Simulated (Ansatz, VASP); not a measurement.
CdNi2SnTe4: VASP beside Ansatz

File POSCAR:

```
CdNi2SnTe4
1.0
   -4.0395660000      4.0395660000      3.4106810000
    4.0395660000     -4.0395660000      3.4106810000
    4.0395660000      4.0395660000     -3.4106810000
Ni Cd Sn Te
2 1 1 4
Direct
    0.5000000000      0.0000000000      0.5000000000
    0.0000000000      0.5000000000      0.5000000000
    0.5000000000      0.5000000000      0.0000000000
    0.0000000000      0.0000000000      0.0000000000
    0.9497200000      0.9497200000      0.3498800000
    0.0502800000      0.4001600000      0.0000000000
    0.5998400000      0.5998400000      0.6501200000
    0.4001600000      0.0502800000      0.0000000000
```

Contents of INCAR.step1:

```
SYSTEM = CdNi2SnTe4
ALGO = Normal
EDIFF = 1E-5
ENCUT = 660
GGA = PE
GGA_COMPAT = .False.
ISMEAR = 1
LASPH = .True.
LCHARG = .False.
LREAL = .False.
LWAVE = .True.
NBANDS = 45
NELM = 120
PREC = Accurate
SIGMA = 0.2253
```

INCAR.step2

```
SYSTEM = CdNi2SnTe4
ALGO = Normal
EDIFF = 1E-6
ENCUT = 660
GGA_COMPAT = .False.
ISIF = 2
ISMEAR = 1
ISTART = 1
LASPH = .True.
LCHARG = .False.
LMIXTAU = .True.
LREAL = .False.
LWAVE = .False.
METAGGA = R2SCAN
NBANDS = 45
NELM = 120
PREC = Accurate
SIGMA = 0.2253
```

The input KPOINTS:

```
k-points
0
Gamma
  7 7 7
  0 0 0
```

Input for Ansatz:

```yaml
crystal:
  lattice:
    - [-4.039566, 4.039566, 3.410681]
    - [4.039566, -4.039566, 3.410681]
    - [4.039566, 4.039566, -3.410681]
  atoms:
    - { symbol: Ni, position: [0.5, 0.0, 0.5] }
    - { symbol: Ni, position: [0.0, 0.5, 0.5] }
    - { symbol: Cd, position: [0.5, 0.5, 0.0] }
    - { symbol: Sn, position: [0.0, 0.0, 0.0] }
    - { symbol: Te, position: [0.94972, 0.94972, 0.34988] }
    - { symbol: Te, position: [0.05028, 0.40016, 0.0] }
    - { symbol: Te, position: [0.59984, 0.59984, 0.65012] }
    - { symbol: Te, position: [0.40016, 0.05028, 0.0] }
  symmetry: { tolerance: 0.0003 }
kpoints:
  mp_grid: { grid: [7, 7, 7], shift: [0, 0, 0] }
  band_path:
    path:
      - [0.0, 0.0, 0.0]
      - [0.0, 0.0, 0.5]
      - [-0.5, 0.5, 0.5]
      - [0.0, 0.0, 0.0]
      - [0.4282185, 0.4282185, -0.4282185]
      - [-0.4282185, 0.5717815, 0.4282185]
      - [-0.5, 0.5, 0.5]
      - [0.0, 0.0, 0.5]
      - [0.25, 0.25, 0.25]
      - [0.0, 0.5, 0.0]
      - [0.0, 0.0, 0.0]
    npoints: 6
magnetization:
  spin_polarized: false
scf:
  occupations: { method: cold, width: 0.2253 }
  lower_state_search: "off"
  max_iter: 200
hamiltonian:
  pseudopotentials: { kind: paw }
  xc: r2scan
basis:
  ecutwfc: 500
  fft_grid_basis: typed
output:
  forces: true
  stress: true
  eigenvalues: true
  bader: true
  populations: true
  elf: true
  write_potential: true
  volumetric_format: npy
  dos:
    e_range: [-12, 8]
    de: 0.05
    projected: { site_lists: { Cd: [Cd], Ni: [Ni], Sn: [Sn], Te: [Te] } }
checkpoint:
  read: saved_state
```

Alike in both runs: task single point; functional r2SCAN; k mesh 7 × 7 × 7; no spin polarisation.

|  | VASP | Ansatz |
| --- | --- | --- |
| version | VASP 6.6.1 | Ansatz 0.2.0 |
| potentials or method | VASP PAW PBE potentials, release 64 (Ni, Cd, Sn_d, Te), cutoff 660 eV | PAW plane waves |
| occupations | methfessel-paxton of order 1, width 0.2253 eV | cold, width 0.2253 eV |
| valence electrons in the cell | 70 | 134 |

VASP gave:

| Item | Value |
| --- | --- |
| pressure (GPa) | 5.9 |
| traceless stress, the component that is largest in VASP (GPa) | 2.68 |
| rms of the force components (eV/Å) | 1.510 |

Task: Which values does Ansatz return?

Result: Pressure (GPa): 5.7; traceless stress, the component that is largest in VASP (GPa): 2.69; rms of the force components (eV/Å): 1.507.

VASP's potentials were made for PBE, not for r2SCAN. Atom by atom the forces differ by 0.003 eV/Å (rms over components). VASP's potentials hold 70 valence electrons a cell and Ansatz's 134, so a difference there can come from the potentials and not from the codes.

Neither program's run includes spin-orbit coupling.
